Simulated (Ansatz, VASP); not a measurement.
BPb in VASP and in Ansatz

The input INCAR:

```
SYSTEM = BPb
  ALGO = Normal
  EDIFF = 1E-6
  ENCUT = 520
  GGA = PE
  ISIF = 2
  ISMEAR = 0
  LASPH = .True.
  LCHARG = .True.
  LELF = .True.
  LREAL = .False.
  LVHAR = .True.
  LWAVE = .False.
  NBANDS = 25
  NELM = 100
  PREC = Accurate
  SIGMA = 0.082
```

File KPOINTS:

```
k-points
0
Gamma
  8 8 8
  0 0 0
```

File POSCAR:

```
BPb
1.0
    4.3317580000      0.0000000000      0.0000000000
    0.0000000000      4.3317580000      0.0000000000
    0.0000000000      0.0000000000      4.2275460000
B Pb
2 2
Direct
    0.0000000000      0.0000000000      0.0000000000
    0.5000000000      0.5000000000      0.0000000000
    0.0000000000      0.5000000000      0.3918000000
    0.5000000000      0.0000000000      0.6082000000
```

Input for Ansatz:

```yaml
crystal:
  lattice:
    - [4.331758, 0.0, 0.0]
    - [0.0, 4.331758, 0.0]
    - [0.0, 0.0, 4.227546]
  atoms:
    - { symbol: B, position: [0.0, 0.0, 0.0] }
    - { symbol: B, position: [0.5, 0.5, 0.0] }
    - { symbol: Pb, position: [0.0, 0.5, 0.3918] }
    - { symbol: Pb, position: [0.5, 0.0, 0.6082] }
  symmetry: { tolerance: 0.0003 }
kpoints:
  mp_grid: { grid: [8, 8, 8], shift: [0, 0, 0] }
  band_path:
    path:
      - [0.0, 0.0, 0.0]
      - [0.0, 0.5, 0.0]
      - [0.5, 0.5, 0.0]
      - [0.0, 0.0, 0.0]
      - [0.0, 0.0, 0.5]
      - [0.0, 0.5, 0.5]
      - [0.5, 0.5, 0.5]
      - [0.0, 0.0, 0.5]
      - [0.0, 0.5, 0.0]
      - [0.0, 0.5, 0.5]
      - [0.5, 0.5, 0.0]
    npoints: 6
magnetization:
  spin_polarized: false
scf:
  occupations: { method: gaussian, width: 0.082 }
  lower_state_search: "off"
  max_iter: 200
hamiltonian:
  pseudopotentials: { kind: paw }
  xc: pbe
basis:
  ecutwfc: 420
  fft_grid_basis: typed
output:
  forces: true
  stress: true
  eigenvalues: true
  bader: true
  populations: true
  elf: true
  write_potential: true
  volumetric_format: npy
  dos:
    e_range: [-12, 8]
    de: 0.05
    projected: { site_lists: { B: [B], Pb: [Pb] } }
checkpoint:
  read: saved_state
```

Alike in both runs: task single point; functional PBE; k mesh 8 × 8 × 8; occupations gaussian, width 0.082 eV; no spin polarisation.

```csv
,VASP,Ansatz
version,VASP 6.6.1,Ansatz 0.2.0
potentials or method,"VASP PAW PBE potentials, release 64 (B, Pb_d), cutoff 520 eV",PAW plane waves
valence electrons in the cell,34,34
```

```csv
,VASP,Ansatz,Ansatz less VASP
pressure (GPa),0.1,0.1,+0.05
"traceless stress, the component that is largest in VASP (GPa)",-2.20,-2.21,-0.016
rms of the force components (eV/Å),0.314,0.315,+0.0014
```

Atom by atom the forces differ by 0.001 eV/Å (rms over components).

Neither program's run includes spin-orbit coupling.
